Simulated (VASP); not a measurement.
# Sc in VASP: further runs

The runs below take Sc through single point, with PBEsol.

All numbers are computed with VASP 6.6.1; they aren't measurements. Logs are shortened: lines on timing, memory, paths and dates and some standing lists are left out, and cuts for length are marked.

## Step 1: The cell of the first run

Symmetry: Fm-3m, No. 225, cubic system. Conventional cell: a = 4.405 Å, b = 4.405 Å, c = 4.405 Å, α = 90.00°, β = 90.00°, γ = 90.00°. Within 4.1 Å of Sc (site symmetry m-3m) lie 12 Sc at 3.11 Å.

This isn't the form of Sc at room conditions, which is hcp.

## Step 2: Single point, PBEsol (strain -0.030 along x and y, -0.030 along z)

Contents of INCAR:

```
SYSTEM = Sc
PREC = Accurate ; ENCUT = 520
EDIFF = 1E-6 ; ISMEAR = 0
SIGMA = 0.15 ; LREAL = .FALSE.
LASPH = .TRUE. ; NELM = 100
ALGO = Fast ; ISIF = 2
LWAVE = .FALSE. ; LCHARG = .FALSE.
GGA = PS ; NBANDS = 12
```

Contents of KPOINTS:

```
regular mesh
0
G
  18 18 18
  0 0 0
```

Contents of POSCAR:

```
Sc
1.0
    0.0000000000      2.2023850000      2.2023850000
    2.2023850000      0.0000000000      2.2023850000
    2.2023850000      2.2023850000      0.0000000000
Sc
1
Direct
    0.0000000000      0.0000000000      0.0000000000
```

Potentials or basis: VASP PAW PBE potentials, release 64 (Sc_sv).

The run is started by

```console
$ cat potpaw_PBE.64/Sc_sv/POTCAR > POTCAR
$ mpirun -np 1 vasp_std > vasp.out
```

OUTCAR:

```text
SYSTEM = Sc
   PREC = Accurate
   ENCUT = 520
   EDIFF = 1E-6
   ISMEAR = 0
   LREAL = .FALSE.
   LASPH = .TRUE.
   NELM = 100
   ISIF = 2
   GGA = PS

 ion  position               nearest neighbor table
   1  0.000  0.000  0.000-

  LATTYP: Found a face centered cubic cell.
 ALAT       =     4.4047700000

  Lattice vectors:

 A1 = (   0.0000000000,   2.2023850000,   2.2023850000)
 A2 = (   2.2023850000,   0.0000000000,   2.2023850000)
 A3 = (   2.2023850000,   2.2023850000,   0.0000000000)

Analysis of symmetry for initial positions (statically):
=====================================================================
 Subroutine PRICEL returns:
 Original cell was already a primitive cell.

 Routine SETGRP: Setting up the symmetry group for a
 face centered cubic supercell.

 Subroutine GETGRP returns: Found 48 space group operations
 (whereof 48 operations were pure point group operations)
 out of a pool of 48 trial point group operations.

The static configuration has the point symmetry O_h .

Analysis of symmetry for dynamics (positions and initial velocities):
=====================================================================
 Subroutine PRICEL returns:
 Original cell was already a primitive cell.

 Routine SETGRP: Setting up the symmetry group for a
 face centered cubic supercell.

 Subroutine GETGRP returns: Found 48 space group operations
 (whereof 48 operations were pure point group operations)
 out of a pool of 48 trial point group operations.

The dynamic configuration has the point symmetry O_h .

 Subroutine INISYM returns: Found 48 space group operations
 (whereof 48 operations are pure point group operations),
 and found     1 'primitive' translations

----------------------------------------------------------------------------------------

                                     Primitive cell

  volume of cell :      21.3653

  direct lattice vectors                    reciprocal lattice vectors
     0.000000000  2.202385000  2.202385000    -0.227026610  0.227026610  0.227026610
     2.202385000  0.000000000  2.202385000     0.227026610 -0.227026610  0.227026610
     2.202385000  2.202385000  0.000000000     0.227026610  0.227026610 -0.227026610

  length of vectors
     3.114642737  3.114642737  3.114642737     0.393221623  0.393221623  0.393221623

  position of ions in fractional coordinates (direct lattice)
     0.000000000  0.000000000  0.000000000

  ion indices of the primitive-cell ions
   primitive index   ion index
                 1           1

----------------------------------------------------------------------------------------

 KPOINTS: regular mesh

Automatic generation of k-mesh.
 Grid dimensions read from file:
 generate k-points for:   18   18   18

 Generating k-lattice:

  Cartesian coordinates                     Fractional coordinates (reciprocal lattice)
    -0.012612589  0.012612589  0.012612589     0.055555556  0.000000000  0.000000000
     0.012612589 -0.012612589  0.012612589     0.000000000  0.055555556  0.000000000
     0.012612589  0.012612589 -0.012612589     0.000000000  0.000000000  0.055555556

  Length of vectors
     0.021845646  0.021845646  0.021845646

  Shift w.r.t. Gamma in fractional coordinates (k-lattice)
     0.000000000  0.000000000  0.000000000

 Subroutine IBZKPT returns following result:
 ===========================================

 Found    195 irreducible k-points:

 Following reciprocal coordinates:
            Coordinates               Weight
  0.000000  0.000000  0.000000      1.000000
  0.055556  0.000000  0.000000      8.000000
  0.111111  0.000000  0.000000      8.000000
  0.166667  0.000000  0.000000      8.000000
  0.222222  0.000000  0.000000      8.000000
  0.277778  0.000000  0.000000      8.000000
[... 16 lines left out ...]
 -0.277778  0.055556  0.000000     24.000000
 -0.222222  0.055556  0.000000     24.000000
 [... further k-points ...]
   k-points           NKPTS =    195   k-points in BZ     NKDIM =    195   number of bands    NBANDS=     12
   number of dos      NEDOS =    301   number of ions     NIONS =      1
   total plane-waves  NPLWV =  13824
   dimension x,y,z NGX =    24 NGY =   24 NGZ =   24
   dimension x,y,z NGXF=    48 NGYF=   48 NGZF=   48
   ions per type =               1
   NGX,Y,Z   is equivalent  to a cutoff of  12.81, 12.81, 12.81 a.u.
   NGXF,Y,Z  is equivalent  to a cutoff of  25.62, 25.62, 25.62 a.u.
 SYSTEM =  Sc
   PREC   = accura    normal or accurate (medium, high low for compatibility)
   ISTART =      0    job   : 0-new  1-cont  2-samecut
   ICHARG =      2    charge: 1-file 2-atom 10-const
   ISPIN  =      1    spin polarized calculation?
   LNONCOLLINEAR =      F non collinear calculations
   LSORBIT =      F    spin-orbit coupling
   LASPH  =      T    aspherical Exc in radial PAW
   ENCUT  =  520.0 eV  38.22 Ry    6.18 a.u.   5.79  5.79  5.79*2*pi/ulx,y,z
   NELM   =    100;   NELMIN=  2; NELMDL= -5     # of ELM steps
   EDIFF  = 0.1E-05   stopping-criterion for ELM
   LREAL  =      F    real-space projection
   EDIFFG = 0.1E-04   stopping-criterion for IOM
   NSW    =      0    number of steps for IOM
   IBRION =     -1    ionic relax: 0-MD 1-quasi-New 2-CG
   NFREE  =      0    steps in history (QN), initial steepest desc. (CG)
   ISIF   =      2    stress and relaxation
   ISYM   =      2    0-nonsym 1-usesym 2-fastsym
   POTIM  = 0.5000    time-step for ionic-motion
   TEBEG  =    0.0;   TEEND  =   0.0 temperature during run
   PSTRESS=    0.0 pullay stress
   NELECT =      11.0000    total number of electrons
   NUPDOWN=      -1.0000    fix difference up-down
   EMIN   =  10.00;   EMAX   =-10.00  energy-range for DOS
   EFERMI =   0.00;   METHOD = LEGACY
   ISMEAR =     0;   SIGMA  =   0.15  broadening in eV -4-tet -1-fermi 0-gaus
   EFERMI_NEDOS =   21; number of points for ismear=-14 and -15
   IALGO  =     68    algorithm
   IMIX   =      4    mixing-type and parameters
     AMIX     =   0.40;   BMIX     =  1.00
     AMIX_MAG =   1.60;   BMIX_MAG =  1.00
  volume/ion in A,a.u.               =      21.37       144.18
  Fermi-wavevector in a.u.,A,eV,Ry     =   1.312107  2.479522 23.424117  1.721624
  Thomas-Fermi vector in A             =   2.442522
   LORBIT       =      0    0 simple, 1 ext, 2 COOP (PROOUT), +10 PAW based schemes
   GGA     = PS    functional components
   LHFCALC =     F    Hartree Fock is set to
   AEXX    =    0.0000 exact exchange contribution
   IVDW    =     0    specifies the selected vdW correction
   LEPSILON=     F    determine dielectric tensor
   LRPA    =     F    only Hartree local field effects (RPA)
 non-spin polarized calculation
 RMM-DIIS sequential band-by-band and
 Gauss-broadening in eV      SIGMA  =   0.15
  energy-cutoff  :      520.00
  volume of cell :       21.37
 maximum number of plane-waves:       589
   NGX = 11   NGY = 11   NGZ = 11

 number of electron      11.0000000 magnetization

 Free energy of the ion-electron system (eV)
  ---------------------------------------------------
  ext. energy  EPLUGINS =         0.00000000
  ---------------------------------------------------
  free energy    TOTEN  =        -6.52734079 eV

  energy without entropy =       -6.50995402  energy(sigma->0) =       -6.51864740

 E-fermi :   4.5144     XC(G=0): -10.5866

 val. band max:        4.5141125745   @ k =   0.4444   0.2222   0.0556
 cond. band min:       4.5350438394   @ k =   0.4444   0.2778   0.1111
 fundamental gap:      0.0209312648
 Fermi energy:         4.5143791446

 k-point     1 :       0.0000    0.0000    0.0000
  band No.  band energies     occupation
      1     -44.3373      2.00000
      2     -22.7328      2.00000
      3     -22.7328      2.00000
      4     -22.7328      2.00000
      5      -0.9305      2.00000
      6       6.2802      0.00000
      7       6.2802      0.00000
      8       6.2802      0.00000
      9       7.9519      0.00000
     10       7.9519      0.00000
     11      17.8366      0.00000
     12      21.7966      0.00000

 k-point     2 :       0.0556    0.0000    0.0000
  band No.  band energies     occupation
      1     -44.3340      2.00000
      2     -22.7532      2.00000
      3     -22.7353      2.00000
      4     -22.7353      2.00000
      5      -0.8405      2.00000
      6       6.2087      0.00000
      7       6.3159      0.00000
      8       6.3159      0.00000
      9       7.9248      0.00000
     10       7.9248      0.00000
     11      17.9465      0.00000
     12      21.0664      0.00000

 k-point     3 :       0.1111    0.0000    0.0000
  band No.  band energies     occupation
      1     -44.3244      2.00000
      2     -22.8118      2.00000
      3     -22.7425      2.00000
      4     -22.7425      2.00000
      5      -0.5762      2.00000
      6       6.0128      0.00000
      7       6.4085      0.00000
      8       6.4085      0.00000
      9       7.8629      0.00000
     10       7.8629      0.00000
     11      18.2005      0.00000
     12      19.7715      0.00000

 k-point     4 :       0.1667    0.0000    0.0000
  band No.  band energies     occupation
      1     -44.3097      2.00000
      2     -22.9005      2.00000
      3     -22.7535      2.00000
      4     -22.7535      2.00000
      5      -0.1559      2.00000
      6       5.7396      0.00000
      7       6.5096      0.00000
      8       6.5096      0.00000
      9       7.8272      0.00000
     10       7.8272      0.00000
     11      18.0637      0.00000
     12      18.8366      0.00000

 k-point     5 :       0.2222    0.0000    0.0000
  band No.  band energies     occupation
      1     -44.2916      2.00000
      2     -23.0078      2.00000
      3     -22.7670      2.00000
      4     -22.7670      2.00000
      5       0.3885      2.00000
      6       5.4468      0.00000
      7       6.5433      0.00000
      8       6.5433      0.00000
      9       7.9048      0.00000
     10       7.9048      0.00000
     11      16.9058      0.00000
     12      18.7453      0.00000
[... 228 lines left out ...]
      1     -44.2336      2.00000
      2     -23.3241      2.00000
      3     -22.8273      2.00000
      4     -22.8062      2.00000
      5       2.3392      2.00000
      6       4.9367      0.00007
      7       6.1456      0.00000
      8       6.2596      0.00000
      9       8.6907      0.00000
     10       9.0443      0.00000
     11      13.2791      0.00000
     12      17.5091      0.00000

 k-point    22 :      -0.3333    0.0556    0.0000
  band No.  band energies     occupation
      1     -44.2468      2.00000
      2     -23.2512      2.00000
      3     -22.8196      2.00000
      4     -22.7939      2.00000
      5       1.8794      2.00000
      6       4.9578      0.00003
      7       6.2461      0.00000
      8       6.3664      0.00000
      9       8.3504      0.00000
     10       8.7952      0.00000
     11      14.2047      0.00000
     12      17.8766      0.00000

 k-point    23 :      -0.2778    0.0556    0.0000
  band No.  band energies     occupation
      1     -44.2640      2.00000
      2     -23.1553      2.00000
      3     -22.8077      2.00000
      4     -22.7796      2.00000
      5       1.2850      2.00000
      6       5.0917      0.00000
      7       6.3731      0.00000
      8       6.4975      0.00000
      9       7.9969      0.00000
     10       8.4920      0.00000
     11      15.3234      0.00000
     12      18.3119      0.00000

 k-point    24 :      -0.2222    0.0556    0.0000
  band No.  band energies     occupation
      1     -44.2829      2.00000
      2     -23.0474      2.00000
      3     -22.7929      2.00000
      4     -22.7650      2.00000
      5       0.6595      2.00000
      6       5.3190      0.00000
      7       6.4808      0.00000
      8       6.5998      0.00000
      9       7.7198      0.00000
     10       8.2148      0.00000
     11      16.5366      0.00000
     12      18.6575      0.00000

 [... further k-points ...]

------------------------ aborting loop because EDIFF is reached ----------------------------------------

  FORCE on cell =-STRESS in cart. coord.  units (eV):
  Direction    XX          YY          ZZ          XY          YZ          ZX
  --------------------------------------------------------------------------------------
  -------------------------------------------------------------------------------------
  Total        0.8339683      0.8339683      0.8339683      0.0000000     -0.0000000      0.0000000
  in kB       62.5389226     62.5389226     62.5389226      0.0000000     -0.0000000      0.0000000
  external PRESSURE =      62.5389226 kB  Pullay stress =       0.0000000 kB

 VOLUME and BASIS-vectors are now :
 -----------------------------------------------------------------------------
  energy-cutoff  :      520.00
  volume of cell :       21.37
      direct lattice vectors                 reciprocal lattice vectors
     0.000000000  2.202385000  2.202385000    -0.227026610  0.227026610  0.227026610
     2.202385000  0.000000000  2.202385000     0.227026610 -0.227026610  0.227026610
     2.202385000  2.202385000  0.000000000     0.227026610  0.227026610 -0.227026610

 POSITION                                       TOTAL-FORCE (eV/Angst)
 -----------------------------------------------------------------------------------
      0.00000      0.00000      0.00000        -0.000000     -0.000000      0.000000
 -----------------------------------------------------------------------------------
    total drift:                                0.000000      0.000000     -0.000000

  FREE ENERGIE OF THE ION-ELECTRON SYSTEM (eV)
  ---------------------------------------------------
  free  energy   TOTEN  =        -6.5273407877 eV

  energy  without entropy=       -6.5099540211  energy(sigma->0) =       -6.51864740
```

It took 67 s on 1 thread of Intel Xeon 8259CL, shared host; peak memory 0.17 GiB.

What came out:

* Free energy: -6.5273 eV
* Pressure: 6.3 GPa
* Band gap on the k mesh: zero (an odd number of electrons rules out a gap without spin polarisation)

Levels at points of the mesh, in eV from the Fermi level:
```csv
k point,band 3,band 4,band 5,band 6,band 7,band 8
"(0.00, 0.00, 0.00)",-27.25,-27.25,-5.44,1.77,1.77,1.77
"(0.50, 0.00, 0.00)",-27.33,-27.33,-1.95,0.56,1.62,1.62
"(0.50, 0.50, 0.00)",-27.47,-27.47,-1.85,-0.86,2.49,4.53
```

Caveat: the cell differs from its parent crystal (strain -0.030 along x and y, -0.030 along z); the cell stands under pressure; the PAW data sets were made with another functional, which shifts forces and pressure a little.

## Step 3: Single point, PBEsol (strain -0.015 along x and y, -0.015 along z)

Contents of INCAR:

```
PREC     = Accurate       # precision mode
ENCUT    = 520            # plane-wave cutoff, eV
EDIFF    = 1E-6           # SCF threshold, eV
ISMEAR   = 0              # smearing method
SIGMA    = 0.15           # smearing width, eV
LREAL    = F              # projectors in reciprocal space
LASPH    = T              # aspherical terms in the spheres
NELM     = 100            # most SCF steps
ALGO     = Normal         # electronic algorithm
ISIF     = 2              # what is computed and relaxed
LWAVE    = F              # write WAVECAR
LCHARG   = F              # write CHGCAR
GGA      = PS             # functional
NBANDS   = 12             # bands
```

Contents of KPOINTS:

```
Automatic mesh
0
Gamma
  18 18 18
```

Contents of POSCAR:

```
Sc
1.0
    0.0000000000      2.2364425000      2.2364425000
    2.2364425000      0.0000000000      2.2364425000
    2.2364425000      2.2364425000      0.0000000000
Sc
1
Direct
    0.0000000000      0.0000000000      0.0000000000
```

Potentials or basis: VASP PAW PBE potentials, release 64 (Sc_sv).

The run is started by

```console
$ cat potpaw_PBE.64/Sc_sv/POTCAR > POTCAR
$ mpirun -np 1 vasp_std > vasp.out
```

Run time: 48 s. Hardware: 1 thread of Intel Xeon 8259CL, shared host; peak memory 0.18 GiB.

Results (log left out):

```yaml
Free_energy: -6.5573 eV
Pressure: 3.2 GPa
Band_gap_on_the_k_mesh: zero (an odd number of electrons rules out a gap without spin polarisation)
```

Levels at points of the mesh, in eV from the Fermi level:
```
           k point  band 2  band 3  band 4  band 5  band 6  band 7  band 8  band 9
(0.00, 0.00, 0.00)  -27.40  -27.40  -27.40   -5.37    1.71    1.71    1.71    3.28
(0.50, 0.00, 0.00)  -27.96  -27.48  -27.48   -1.90    0.44    1.57    1.57    4.31
(0.50, 0.50, 0.00)  -27.92  -27.60  -27.60   -1.74   -0.78    2.28    4.30    4.58
```

Caveat: the cell differs from its parent crystal (strain -0.015 along x and y, -0.015 along z); the cell stands under pressure; the PAW data sets were made with another functional, which shifts forces and pressure a little.

## Step 4: Single point, PBEsol (strain +0.015 along x and y, +0.015 along z)

Contents of INCAR:

```
SYSTEM = Sc
ALGO = Fast
EDIFF = 1E-6
ENCUT = 520
GGA = PS
ISIF = 2
ISMEAR = 0
LASPH = .True.
LCHARG = .True.
LELF = .True.
LREAL = .False.
LVHAR = .True.
LWAVE = .False.
NBANDS = 12
NELM = 100
PREC = Accurate
SIGMA = 0.15
```

Contents of KPOINTS:

```
k-points
0
Gamma
  18 18 18
  0 0 0
```

Contents of POSCAR:

```
Sc
1.0
    0.0000000000      2.3045575000      2.3045575000
    2.3045575000      0.0000000000      2.3045575000
    2.3045575000      2.3045575000      0.0000000000
Sc
1
Direct
    0.0000000000      0.0000000000      0.0000000000
```

The run is started by

```console
$ cat potpaw_PBE.64/Sc_sv/POTCAR > POTCAR
$ mpirun -np 1 vasp_std > vasp.out
```

Wall time 65 s (1 thread of Intel Xeon 8259CL, shared host); peak memory 0.18 GiB.

It converged, with:

- Free energy: -6.5650 eV
- Pressure: -1.9 GPa
- Band gap on the k mesh: zero (an odd number of electrons rules out a gap without spin polarisation)

Levels at points of the mesh, in eV from the Fermi level:
| k point | band 1 | band 2 | band 3 | band 4 | band 5 | band 6 | band 7 | band 8 | band 9 | band 10 |
| --- | --- | --- | --- | --- | --- | --- | --- | --- | --- | --- |
| (0.00, 0.00, 0.00) | -49.20 | -27.70 | -27.70 | -27.70 | -5.21 | 1.59 | 1.59 | 1.59 | 2.98 | 2.98 |
| (0.50, 0.00, 0.00) | -49.14 | -28.11 | -27.76 | -27.76 | -1.79 | 0.25 | 1.47 | 1.47 | 3.89 | 3.89 |
| (0.50, 0.50, 0.00) | -49.12 | -28.09 | -27.85 | -27.85 | -1.54 | -0.64 | 1.94 | 3.89 | 4.13 | 4.13 |

Caveat: the cell differs from its parent crystal (strain +0.015 along x and y, +0.015 along z); the PAW data sets were made with another functional, which shifts forces and pressure a little.

(Part 1 of 2 ends here.)

The gap in the log of VASP goes by the Fermi energy; the results here count the filled bands.